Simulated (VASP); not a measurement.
# MgH2 (Fm-3m) in VASP: notebook, part 2 of 3

VASP 6.6.1. Earlier steps stand in the parts before.

## 5. Single point, r2SCAN (9.06 Å³/atom)

This run uses another cell than the first one, of 9.06 Å³/atom.

Input file POSCAR:

```
MgH2
1.0
    0.0000000000      2.3867900932      2.3867900932
    2.3867900932      0.0000000000      2.3867900932
    2.3867900932      2.3867900932      0.0000000000
Mg H
1 2
Direct
    0.0000000000      0.0000000000      0.0000000000
    0.7500000000      0.7500000000      0.7500000000
    0.2500000000      0.2500000000      0.2500000000
```

Input file INCAR.step1:

```
  PREC = Accurate
  ENCUT = 520
  ISMEAR = 0
  SIGMA = 0.1
  LREAL = False
  LASPH = True
  NELM = 80
  NBANDS = 9
  GGA = PE
  ALGO = Normal
  EDIFF = 1E-4
  LWAVE = True
  LCHARG = False
```

Input file INCAR.step2:

```
  PREC = Accurate
  ENCUT = 520
  EDIFF = 1E-6
  ISMEAR = 0
  SIGMA = 0.1
  LREAL = False
  LASPH = True
  NELM = 80
  ALGO = Normal
  ISIF = 2
  LWAVE = False
  LCHARG = False
  METAGGA = R2SCAN
  LMIXTAU = True
  NBANDS = 9
  ISTART = 1
```

Input file KPOINTS:

```
Automatic mesh
0
Gamma
  16 16 16
```

Potentials or basis: VASP PAW PBE potentials, release 64 (Mg, H).

Run with:

```
$ cat potpaw_PBE.64/Mg/POTCAR potpaw_PBE.64/H/POTCAR > POTCAR
$ cp INCAR.step1 INCAR
$ mpirun -np 1 vasp_std > vasp.out
$ cp INCAR.step2 INCAR
$ mpirun -np 1 vasp_std > vasp.out
```

OUTCAR:

```text
PREC = Accurate
   ENCUT = 520
   EDIFF = 1E-6
   ISMEAR = 0
   LREAL = False
   LASPH = True
   NELM = 80
   ISIF = 2
   METAGGA = R2SCAN
   ISTART = 1

 ion  position               nearest neighbor table
   1  0.000  0.000  0.000-   2 2.07   2 2.07   2 2.07   2 2.07   3 2.07   3 2.07   3 2.07   3 2.07

   2  0.750  0.750  0.750-   1 2.07   1 2.07   1 2.07   1 2.07
   3  0.250  0.250  0.250-   1 2.07   1 2.07   1 2.07   1 2.07

  LATTYP: Found a face centered cubic cell.
 ALAT       =     4.7735801864

  Lattice vectors:

 A1 = (   0.0000000000,   2.3867900932,   2.3867900932)
 A2 = (   2.3867900932,   0.0000000000,   2.3867900932)
 A3 = (   2.3867900932,   2.3867900932,   0.0000000000)

Analysis of symmetry for initial positions (statically):
=====================================================================
 Subroutine PRICEL returns:
 Original cell was already a primitive cell.

 Routine SETGRP: Setting up the symmetry group for a
 face centered cubic supercell.

 Subroutine GETGRP returns: Found 48 space group operations
 (whereof 48 operations were pure point group operations)
 out of a pool of 48 trial point group operations.

The static configuration has the point symmetry O_h .

Analysis of symmetry for dynamics (positions and initial velocities):
=====================================================================
 Subroutine PRICEL returns:
 Original cell was already a primitive cell.

 Routine SETGRP: Setting up the symmetry group for a
 face centered cubic supercell.

 Subroutine GETGRP returns: Found 48 space group operations
 (whereof 48 operations were pure point group operations)
 out of a pool of 48 trial point group operations.

The dynamic configuration has the point symmetry O_h .

 Subroutine INISYM returns: Found 48 space group operations
 (whereof 48 operations are pure point group operations),
 and found     1 'primitive' translations

----------------------------------------------------------------------------------------

                                     Primitive cell

  volume of cell :      27.1940

  direct lattice vectors                    reciprocal lattice vectors
     0.000000000  2.386790093  2.386790093    -0.209486373  0.209486373  0.209486373
     2.386790093  0.000000000  2.386790093     0.209486373 -0.209486373  0.209486373
     2.386790093  2.386790093  0.000000000     0.209486373  0.209486373 -0.209486373

  length of vectors
     3.375430920  3.375430920  3.375430920     0.362841042  0.362841042  0.362841042

  position of ions in fractional coordinates (direct lattice)
     0.000000000  0.000000000  0.000000000
     0.750000000  0.750000000  0.750000000
     0.250000000  0.250000000  0.250000000

  ion indices of the primitive-cell ions
   primitive index   ion index
                 1           1
                 2           2
                 3           3

----------------------------------------------------------------------------------------

 KPOINTS: Automatic mesh

Automatic generation of k-mesh.
 Grid dimensions read from file:
[... 25 lines left out ...]
  0.187500  0.000000  0.000000      8.000000
  0.250000  0.000000  0.000000      8.000000
  0.312500  0.000000  0.000000      8.000000
[... 16 lines left out ...]
 -0.125000  0.062500  0.000000     24.000000
 -0.062500  0.062500  0.000000     12.000000
 [... further k-points ...]
   k-points           NKPTS =    145   k-points in BZ     NKDIM =    145   number of bands    NBANDS=      9
   number of dos      NEDOS =    301   number of ions     NIONS =      3
   total plane-waves  NPLWV =  21952
   dimension x,y,z NGX =    28 NGY =   28 NGZ =   28
   dimension x,y,z NGXF=    56 NGYF=   56 NGZF=   56
   ions per type =               1   2
   NGX,Y,Z   is equivalent  to a cutoff of  13.79, 13.79, 13.79 a.u.
   NGXF,Y,Z  is equivalent  to a cutoff of  27.58, 27.58, 27.58 a.u.
 SYSTEM =  unknown system
   PREC   = accura    normal or accurate (medium, high low for compatibility)
   ISTART =      1    job   : 0-new  1-cont  2-samecut
   ICHARG =      0    charge: 1-file 2-atom 10-const
   ISPIN  =      1    spin polarized calculation?
   LNONCOLLINEAR =      F non collinear calculations
   LSORBIT =      F    spin-orbit coupling
   LASPH  =      T    aspherical Exc in radial PAW
   ENCUT  =  520.0 eV  38.22 Ry    6.18 a.u.   6.28  6.28  6.28*2*pi/ulx,y,z
   NELM   =     80;   NELMIN=  2; NELMDL=  0     # of ELM steps
   EDIFF  = 0.1E-05   stopping-criterion for ELM
   LREAL  =      F    real-space projection
   EDIFFG = 0.1E-04   stopping-criterion for IOM
   NSW    =      0    number of steps for IOM
   IBRION =     -1    ionic relax: 0-MD 1-quasi-New 2-CG
   NFREE  =      0    steps in history (QN), initial steepest desc. (CG)
   ISIF   =      2    stress and relaxation
   ISYM   =      2    0-nonsym 1-usesym 2-fastsym
   POTIM  = 0.5000    time-step for ionic-motion
   TEBEG  =    0.0;   TEEND  =   0.0 temperature during run
   PSTRESS=    0.0 pullay stress
   NELECT =       4.0000    total number of electrons
   NUPDOWN=      -1.0000    fix difference up-down
   EMIN   =  10.00;   EMAX   =-10.00  energy-range for DOS
   EFERMI =   0.00;   METHOD = LEGACY
   ISMEAR =     0;   SIGMA  =   0.10  broadening in eV -4-tet -1-fermi 0-gaus
   EFERMI_NEDOS =   21; number of points for ismear=-14 and -15
   IALGO  =     38    algorithm
   IMIX   =      4    mixing-type and parameters
     AMIX     =   0.40;   BMIX     =  1.00
     AMIX_MAG =   1.60;   BMIX_MAG =  1.00
  volume/ion in A,a.u.               =       9.06        61.17
  Fermi-wavevector in a.u.,A,eV,Ry     =   0.864179  1.633062 10.160914  0.746806
  Thomas-Fermi vector in A             =   1.982238
   LORBIT       =      0    0 simple, 1 ext, 2 COOP (PROOUT), +10 PAW based schemes
   METAGGA = R2SCAN    functional components
   LHFCALC =     F    Hartree Fock is set to
   AEXX    =    0.0000 exact exchange contribution
   IVDW    =     0    specifies the selected vdW correction
   LEPSILON=     F    determine dielectric tensor
   LRPA    =     F    only Hartree local field effects (RPA)
 non-spin polarized calculation
 Gauss-broadening in eV      SIGMA  =   0.10
  energy-cutoff  :      520.00
  volume of cell :       27.19
 maximum number of plane-waves:       754
 NGX is ok and might be reduce to    28
   NGX = 13   NGY = 13   NGZ = 13

 number of electron       4.0000000 magnetization

 Free energy of the ion-electron system (eV)
  ---------------------------------------------------
  ext. energy  EPLUGINS =         0.00000000
  ---------------------------------------------------
  free energy    TOTEN  =       -11.51825139 eV

  energy without entropy =      -11.51737697  energy(sigma->0) =      -11.51781418

 E-fermi :   3.0906     XC(G=0):  -9.2525

 val. band max:        3.0411721854   @ k =  -0.4375   0.4375   0.0000
 cond. band min:       3.1225732617   @ k =   0.1250   0.0625   0.0000
 fundamental gap:      0.0814010763
 Fermi energy:         3.0905662478

 k-point     1 :       0.0000    0.0000    0.0000
  band No.  band energies     occupation
      1      -7.4171      2.00000
      2       3.6989      0.00000
      3      12.5844      0.00000
      4      12.5845      0.00000
      5      12.5845      0.00000
      6      15.6881      0.00000
      7      15.6881      0.00000
      8      15.6881      0.00000
      9      16.2986      0.00000
[... 265 lines left out ...]
 k-point    24 :      -0.0625    0.0625    0.0000
  band No.  band energies     occupation
      1      -7.2220      2.00000
      2       3.2620      0.01533
      3      11.5604      0.00000
      4      12.2173      0.00000
      5      12.7963      0.00000
      6      15.2687      0.00000
      7      15.8223      0.00000
      8      16.3324      0.00000
      9      17.0247      0.00000

 [... further k-points ...]

------------------------ aborting loop because EDIFF is reached ----------------------------------------

  FORCE on cell =-STRESS in cart. coord.  units (eV):
  Direction    XX          YY          ZZ          XY          YZ          ZX
  --------------------------------------------------------------------------------------
  -------------------------------------------------------------------------------------
  Total       -0.4019245     -0.4019245     -0.4019245     -0.0000000      0.0000000     -0.0000000
  in kB      -23.6800396    -23.6800396    -23.6800396     -0.0000000      0.0000000     -0.0000000
  external PRESSURE =     -23.6800396 kB  Pullay stress =       0.0000000 kB

 VOLUME and BASIS-vectors are now :
 -----------------------------------------------------------------------------
  energy-cutoff  :      520.00
  volume of cell :       27.19
      direct lattice vectors                 reciprocal lattice vectors
     0.000000000  2.386790093  2.386790093    -0.209486373  0.209486373  0.209486373
     2.386790093  0.000000000  2.386790093     0.209486373 -0.209486373  0.209486373
     2.386790093  2.386790093  0.000000000     0.209486373  0.209486373 -0.209486373

 POSITION                                       TOTAL-FORCE (eV/Angst)
 -----------------------------------------------------------------------------------
      0.00000      0.00000      0.00000        -0.000000     -0.000000     -0.000000
      3.58019      3.58019      3.58019         0.000000      0.000000     -0.000000
      1.19340      1.19340      1.19340         0.000000     -0.000000      0.000000
 -----------------------------------------------------------------------------------
    total drift:                                0.000000      0.000000      0.000000

  FREE ENERGIE OF THE ION-ELECTRON SYSTEM (eV)
  ---------------------------------------------------
  free  energy   TOTEN  =       -11.5182513857 eV

  energy  without entropy=      -11.5173769721  energy(sigma->0) =      -11.51781418
```

Run time: 82 s. Hardware: 1 thread of Intel Xeon 6975P-C (Granite Rapids), shared host; peak memory 0.18 GiB.

What came out:

```yaml
Free_energy: -11.5183 eV
Pressure: -2.4 GPa
Band_gap_on_the_k_mesh: zero (bands 2 and 3 overlap by 0.86 eV)
```

Levels at points of the mesh, in eV from the Fermi level:
| k point | band 1 | band 2 | band 3 | band 4 | band 5 | band 6 | band 7 |
| --- | --- | --- | --- | --- | --- | --- | --- |
| (0.00, 0.00, 0.00) | -10.51 | 0.61 | 9.49 | 9.49 | 9.49 | 12.60 | 12.60 |
| (0.50, 0.00, 0.00) | -6.15 | -6.07 | 7.01 | 7.69 | 9.31 | 9.31 | 9.50 |
| (0.50, 0.50, 0.00) | -6.24 | -2.79 | -0.26 | 4.86 | 4.86 | 8.52 | 17.62 |

Caveat: the PAW data sets were made with another functional, which shifts forces and pressure a little.

(Part 2 of 3 ends here.)

The gap in the log of VASP goes by the Fermi energy; the results here count the filled bands.